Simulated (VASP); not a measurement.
# Mo in VASP: further runs

Runs on Mo. Level: LDA. Tasks: single point, relaxation of the atoms.

All numbers are computed with VASP 6.6.1; they aren't measurements. Logs are shortened: lines on timing, memory, paths and dates and some standing lists are left out, and cuts for length are marked.

**1. The cell of the first run**

The cell holds a slab with vacuum, 3 atoms: a = 2.698 Å, b = 2.698 Å, c = 16.405 Å, α = 90.00°, β = 90.00°, γ = 109.47°.

**2. Single point, LDA**

File INCAR:

```
SYSTEM = Mo
PREC     = Accurate       ! precision mode
ENCUT    = 520            ! plane-wave cutoff, eV
EDIFF    = 1E-6           ! SCF threshold, eV
ISMEAR   = 1              ! smearing method
SIGMA    = 0.1            ! smearing width, eV
LREAL    = .False.        ! projectors in reciprocal space
LASPH    = .True.         ! aspherical terms in the spheres
NELM     = 60             ! most SCF steps
ALGO     = Normal         ! electronic algorithm
ISIF     = 2              ! what is computed and relaxed
LWAVE    = .False.        ! write WAVECAR
LCHARG   = .False.        ! write CHGCAR
GGA      = CA             ! functional
NBANDS   = 28             ! bands
```

File KPOINTS:

```
regular mesh
0
Gamma
  16 16 1
  0 0 0
```

File POSCAR:

```
Mo
1.0
    2.6976691328      0.0000000000      0.0000000000
   -0.8992230443      2.5433868496      0.0000000000
    0.0000000000      0.0000000000     16.4052752468
Mo
3
Direct
    0.0000000000      0.0000000000      0.3657360154
    0.5000000000      0.5000000000      0.5000000000
    0.0000000000      0.0000000000      0.6342639846
```

Potentials or basis: VASP PAW LDA potentials, release 64 (Mo_sv).

On the command line:

```bash
$ cat potpaw_LDA.64/Mo_sv/POTCAR > POTCAR
$ mpirun -np 1 vasp_std > vasp.out
```

OUTCAR:

```text
SYSTEM = Mo
   PREC = Accurate
   ENCUT = 520
   EDIFF = 1E-6
   ISMEAR = 1
   LREAL = .False.
   LASPH = .True.
   NELM = 60
   ISIF = 2
   GGA = CA

 ion  position               nearest neighbor table
   1  0.000  0.000  0.366-   2 2.70   2 2.70   2 3.11   2 3.11
   2  0.500  0.500  0.500-   1 2.70   3 2.70   1 2.70   3 2.70   1 3.11   3 3.11   1 3.11   3 3.11

   3  0.000  0.000  0.634-   2 2.70   2 2.70   2 3.11   2 3.11

  LATTYP: Found a base centered orthorhombic cell.
 ALAT       =     3.1150000000
 B/A-ratio  =     1.4142135624
 C/A-ratio  =     5.2665410102

  Lattice vectors:

 A1 = (   2.6976691328,   0.0000000000,   0.0000000000)
 A2 = (  -0.8992230443,   2.5433868496,   0.0000000000)
 A3 = (   0.0000000000,   0.0000000000,  16.4052752468)

Analysis of symmetry for initial positions (statically):
=====================================================================
 Subroutine PRICEL returns:
 Original cell was already a primitive cell.

 Routine SETGRP: Setting up the symmetry group for a
 base centered orthorhombic supercell.

 Subroutine GETGRP returns: Found  8 space group operations
 (whereof  8 operations were pure point group operations)
 out of a pool of  8 trial point group operations.

The static configuration has the point symmetry D_2h.

Analysis of symmetry for dynamics (positions and initial velocities):
=====================================================================
 Subroutine PRICEL returns:
 Original cell was already a primitive cell.

 Routine SETGRP: Setting up the symmetry group for a
 base centered orthorhombic supercell.

 Subroutine GETGRP returns: Found  8 space group operations
 (whereof  8 operations were pure point group operations)
 out of a pool of  8 trial point group operations.

The dynamic configuration has the point symmetry D_2h.

 Subroutine INISYM returns: Found  8 space group operations
 (whereof  8 operations are pure point group operations),
 and found     1 'primitive' translations

----------------------------------------------------------------------------------------

                                     Primitive cell

  volume of cell :     112.5601

  direct lattice vectors                    reciprocal lattice vectors
     2.697669133  0.000000000  0.000000000     0.370690382  0.131058841  0.000000000
    -0.899223044  2.543386850  0.000000000     0.000000000  0.393176524  0.000000000
     0.000000000  0.000000000 16.405275247     0.000000000  0.000000000  0.060956003

  length of vectors
[... 78 lines left out ...]
   ISPIN  =      1    spin polarized calculation?
   LNONCOLLINEAR =      F non collinear calculations
   LSORBIT =      F    spin-orbit coupling
   LASPH  =      T    aspherical Exc in radial PAW
   ENCUT  =  520.0 eV  38.22 Ry    6.18 a.u.   5.02  5.02 30.50*2*pi/ulx,y,z
   NELM   =     60;   NELMIN=  2; NELMDL= -5     # of ELM steps
   EDIFF  = 0.1E-05   stopping-criterion for ELM
   LREAL  =      F    real-space projection
   EDIFFG = 0.1E-04   stopping-criterion for IOM
   NSW    =      0    number of steps for IOM
   IBRION =     -1    ionic relax: 0-MD 1-quasi-New 2-CG
   NFREE  =      0    steps in history (QN), initial steepest desc. (CG)
   ISIF   =      2    stress and relaxation
   ISYM   =      2    0-nonsym 1-usesym 2-fastsym
   POTIM  = 0.5000    time-step for ionic-motion
   TEBEG  =    0.0;   TEEND  =   0.0 temperature during run
   PSTRESS=    0.0 pullay stress
   NELECT =      42.0000    total number of electrons
   NUPDOWN=      -1.0000    fix difference up-down
   EMIN   =  10.00;   EMAX   =-10.00  energy-range for DOS
   EFERMI =   0.00;   METHOD = LEGACY
   ISMEAR =     1;   SIGMA  =   0.10  broadening in eV -4-tet -1-fermi 0-gaus
   EFERMI_NEDOS =   21; number of points for ismear=-14 and -15
   IALGO  =     38    algorithm
   IMIX   =      4    mixing-type and parameters
     AMIX     =   0.40;   BMIX     =  1.00
     AMIX_MAG =   1.60;   BMIX_MAG =  1.00
  volume/ion in A,a.u.               =      37.52       253.20
  Fermi-wavevector in a.u.,A,eV,Ry     =   1.178591  2.227214 18.899531  1.389076
  Thomas-Fermi vector in A             =   2.314917
   LORBIT       =      0    0 simple, 1 ext, 2 COOP (PROOUT), +10 PAW based schemes
   GGA     = CA    functional components
   LHFCALC =     F    Hartree Fock is set to
   AEXX    =    0.0000 exact exchange contribution
   IVDW    =     0    specifies the selected vdW correction
   LEPSILON=     F    determine dielectric tensor
   LRPA    =     F    only Hartree local field effects (RPA)
 non-spin polarized calculation
 Methfessel and Paxton  Order N= 1 SIGMA  =   0.10
  energy-cutoff  :      520.00
  volume of cell :      112.56
 maximum number of plane-waves:      3070
   NGX = 11   NGY = 11   NGZ = 61

 number of electron      41.9999994 magnetization

 Free energy of the ion-electron system (eV)
  ---------------------------------------------------
  ext. energy  EPLUGINS =         0.00000000
  ---------------------------------------------------
  free energy    TOTEN  =       -33.52966276 eV

  energy without entropy =      -33.52959616  energy(sigma->0) =      -33.52964056

 E-fermi :   2.3578     XC(G=0):  -6.9133

 val. band max:        2.3432004558   @ k =  -0.3750   0.2500   0.0000
 cond. band min:       2.3630973939   @ k =  -0.1875   0.0625   0.0000
 fundamental gap:      0.0198969381
 Fermi energy:         2.3577929068

 k-point     1 :       0.0000    0.0000    0.0000
  band No.  band energies     occupation
      1     -58.5689      2.00000
      2     -58.2664      2.00000
      3     -58.2258      2.00000
      4     -33.2542      2.00000
      5     -32.6115      2.00000
      6     -32.3756      2.00000
[... 733 lines left out ...]
     27       3.9426     -0.00000
     28       4.3806      0.00000

 [... further k-points ...]
[... 5 lines left out ...]
  --------------------------------------------------------------------------------------
  -------------------------------------------------------------------------------------
  Total       -4.9562409     -4.6566423     -2.9367998      0.4236965      0.0000000      0.0000000
  in kB      -70.5469700    -66.2824926    -41.8023119      6.0308818      0.0000000      0.0000000
  external PRESSURE =     -59.5439248 kB  Pullay stress =       0.0000000 kB

 VOLUME and BASIS-vectors are now :
 -----------------------------------------------------------------------------
  energy-cutoff  :      520.00
  volume of cell :      112.56
      direct lattice vectors                 reciprocal lattice vectors
     2.697669133  0.000000000  0.000000000     0.370690382  0.131058841  0.000000000
    -0.899223044  2.543386850  0.000000000     0.000000000  0.393176524  0.000000000
     0.000000000  0.000000000 16.405275247     0.000000000  0.000000000  0.060956003

 POSITION                                       TOTAL-FORCE (eV/Angst)
 -----------------------------------------------------------------------------------
      0.00000      0.00000      6.00000         0.000000      0.000000      0.662362
      0.89922      1.27169      8.20264         0.000000      0.000000      0.000000
      0.00000      0.00000     10.40528        -0.000000     -0.000000     -0.662362
 -----------------------------------------------------------------------------------
    total drift:                               -0.000000     -0.000000      0.000000

  FREE ENERGIE OF THE ION-ELECTRON SYSTEM (eV)
  ---------------------------------------------------
  free  energy   TOTEN  =       -33.5296627606 eV

  energy  without entropy=      -33.5295961582  energy(sigma->0) =      -33.52964056
```

OSZICAR:

```text
N       E                     dE             d eps       ncg     rms          rms(c)
DAV:   1     0.486643500867E+03    0.48664E+03   -0.26678E+04  4840   0.140E+03
DAV:   2    -0.218022518226E+02   -0.50845E+03   -0.49948E+03  4668   0.451E+02
DAV:   3    -0.358225325531E+02   -0.14020E+02   -0.13337E+02  5204   0.731E+01
[... 13 lines left out ...]
DAV:  17    -0.335296037119E+02   -0.72923E-04   -0.70903E-06  4412   0.195E-02    0.838E-03
DAV:  18    -0.335296540044E+02   -0.50292E-04   -0.14037E-05  4356   0.247E-02    0.341E-03
DAV:  19    -0.335296604813E+02   -0.64770E-05   -0.11977E-06  2984   0.819E-03    0.896E-04
DAV:  20    -0.335296625986E+02   -0.21173E-05   -0.40330E-07  2612   0.302E-03    0.821E-04
DAV:  21    -0.335296627606E+02   -0.16202E-06   -0.67252E-08  2276   0.206E-03
   1 F= -.33529663E+02 E0= -.33529641E+02  d E =-.666024E-04
```

stdout:

```text
POSCAR found type information on POSCAR Mo
 POSCAR found :  1 types and       3 ions
 scaLAPACK will be used
 LDA part: xc-table for (Slater(with rela. corr.)+CA(PZ))
 , standard interpolation
 POSCAR, INCAR and KPOINTS ok, starting setup
 FFT: planning ... GRIDC
 FFT: planning ... GRID_SOFT
 FFT: planning ... GRID
 WAVECAR not read
 entering main loop
```

Run time: 9.2 min. Hardware: 1 thread of AMD EPYC 7R13, shared host; peak memory 0.26 GiB.

Results:

```yaml
Free_energy: -33.5297 eV
Largest_force: 0.662 eV/Å
Band_gap_on_the_k_mesh: zero (bands 21 and 22 overlap by 2.10 eV)
```

Forces in eV/Å, atoms in the order of the input:
```
Mo   0.000  0.000  0.662
Mo   0.000  0.000  0.000
Mo   0.000  0.000 -0.662
```

Levels at points of the mesh, in eV from the Fermi level:
```
           k point  band 17  band 18  band 19  band 20  band 21  band 22  band 23  band 24  band 25  band 26
(0.00, 0.00, 0.00)    -2.25    -1.64    -1.49    -1.41    -0.56    -0.27     1.17     1.28     1.54     1.63
(0.50, 0.00, 0.00)    -3.10    -2.65    -0.95     0.34     1.27     1.75     1.85     2.06     2.29     2.85
(0.50, 0.50, 0.00)    -2.83    -2.63    -0.20     0.13     0.80     1.08     2.68     2.76     3.20     4.34
```

Caveat: there is no dipole correction, which matters where the two faces differ.

**3. Single point, LDA**

File INCAR:

```
SYSTEM = Mo
PREC = Accurate
ENCUT = 520
EDIFF = 1E-6
ISMEAR = 1
SIGMA = 0.1
LREAL = .False.
LASPH = .True.
NELM = 80
ALGO = Normal
ISIF = 2
LWAVE = .False.
LCHARG = .False.
NBANDS = 28
```

File KPOINTS:

```
Automatic mesh
0
Gamma
  16 16 1
  0 0 0
```

File POSCAR:

```
Mo
1.0
    2.6976691328      0.0000000000      0.0000000000
   -0.8992230443      2.5433868496      0.0000000000
    0.0000000000      0.0000000000     16.4052752468
Mo
3
Direct
    0.0000000000      0.0000000000      0.3710001273
    0.5000000000      0.5000000000      0.5000000000
    0.0000000000      0.0000000000      0.6289998727
```

Potentials or basis: VASP PAW LDA potentials, release 64 (Mo_sv).

On the command line:

```bash
$ cat potpaw_LDA.64/Mo_sv/POTCAR > POTCAR
$ mpirun -np 1 vasp_std > vasp.out
```

It took 9.4 min on 1 thread of AMD EPYC 7R13, shared host; peak memory 0.26 GiB.

Results (log left out):

```yaml
Free_energy: -33.5842 eV
Largest_force: 0.067 eV/Å
Band_gap_on_the_k_mesh: zero (bands 21 and 22 overlap by 2.09 eV)
```

Forces on the atoms (eV/Å):
```
Mo   0.000  0.000 -0.067
Mo   0.000  0.000  0.000
Mo   0.000  0.000  0.067
```

Levels at points of the mesh, in eV from the Fermi level:
| k point | band 18 | band 19 | band 20 | band 21 | band 22 | band 23 | band 24 | band 25 |
| --- | --- | --- | --- | --- | --- | --- | --- | --- |
| (0.00, 0.00, 0.00) | -1.51 | -1.41 | -1.28 | -0.93 | -0.19 | 1.35 | 1.40 | 1.59 |
| (0.50, 0.00, 0.00) | -2.61 | -0.98 | 0.32 | 1.32 | 1.70 | 1.79 | 2.03 | 2.37 |
| (0.50, 0.50, 0.00) | -2.90 | -0.25 | 0.30 | 0.84 | 1.41 | 2.87 | 3.06 | 3.22 |

Caveat: there is no dipole correction, which matters where the two faces differ.

**4. Relaxation of the atoms, LDA**

Changes to INCAR since step 3:

```diff
@@ -9,3 +9,3 @@
 NELM = 80
-ALGO = Normal
+ALGO = Fast
 ISIF = 2
@@ -13,2 +13,5 @@
 LCHARG = .False.
-NBANDS = 28
+GGA = CA
+IBRION = 2
+NSW = 60
+EDIFFG = -0.02
```

File KPOINTS:

```
regular mesh
0
Gamma
  16 16 1
  0 0 0
```

File POSCAR:

```
Mo
1.0
    2.6976691328      0.0000000000      0.0000000000
   -0.8992230443      2.5433868496      0.0000000000
    0.0000000000      0.0000000000     16.4052752468
Mo
3
Direct
    0.0000000000      0.0000000000      0.3657360154
    0.5000000000      0.5000000000      0.5000000000
    0.0000000000      0.0000000000      0.6342639846
```

On the command line:

```bash
$ cat potpaw_LDA.64/Mo_sv/POTCAR > POTCAR
$ mpirun -np 1 vasp_std > vasp.out
```

Run time: 25 min. Hardware: 1 thread of Oxide Virtual Turin-like, shared host; peak memory 0.25 GiB.

The run converged. Its results:

```yaml
Free_energy: -33.5847 eV
Energy_gained_by_relaxing: 18.3 meV/atom
Ionic_steps: 4
Band_gap_on_the_k_mesh: zero (bands 21 and 22 overlap by 2.09 eV)
```

Step by step:
```
step  energy change (eV)  largest force (eV/Å)  pressure (GPa)
   1              0.0000                0.6621           -5.96
   2             -0.0347                0.4170           -4.86
   3             -0.0550                0.0200           -3.18
   4             -0.0550                0.0019           -3.09
```

Final structure:
```xyz
3
Lattice="2.6977 0.0000 0.0000 -0.8992 2.5434 0.0000 0.0000 0.0000 16.4053" Properties=species:S:1:pos:R:3 pbc="T T T"
Mo    0.0000    0.0000    6.0795
Mo    0.8992    1.2717    8.2026
Mo    1.7984    2.5434   10.3258
```

Levels at points of the mesh, in eV from the Fermi level:
| k point | band 18 | band 19 | band 20 | band 21 | band 22 | band 23 | band 24 | band 25 |
| --- | --- | --- | --- | --- | --- | --- | --- | --- |
| (0.00, 0.00, 0.00) | -1.52 | -1.41 | -1.29 | -0.90 | -0.20 | 1.34 | 1.39 | 1.60 |
| (0.50, 0.00, 0.00) | -2.61 | -0.98 | 0.32 | 1.31 | 1.70 | 1.79 | 2.03 | 2.94 |
| (0.50, 0.50, 0.00) | -2.90 | -0.24 | 0.29 | 0.84 | 1.38 | 2.86 | 3.03 | 3.21 |

Caveat: there is no dipole correction, which matters where the two faces differ.

**5. Summary**

```csv
task,cell,gap on the mesh (eV),largest force (eV/Å)
single point,"as given, atomic positions A",none,0.66
single point,"as given, atomic positions B",none,0.07
relaxation of the atoms,"atoms relaxed, atomic positions A",none,-
```

Alike in all rows: level LDA; potentials or basis VASP PAW LDA potentials, release 64 (Mo_sv); no spin polarisation; k mesh 16 × 16 × 1; cutoff (eV) 520; smearing methfessel-paxton 0.1 eV.

Caveats: there is no dipole correction, which matters where the two faces differ.

Absolute energies hang on the potentials; compare differences alone.
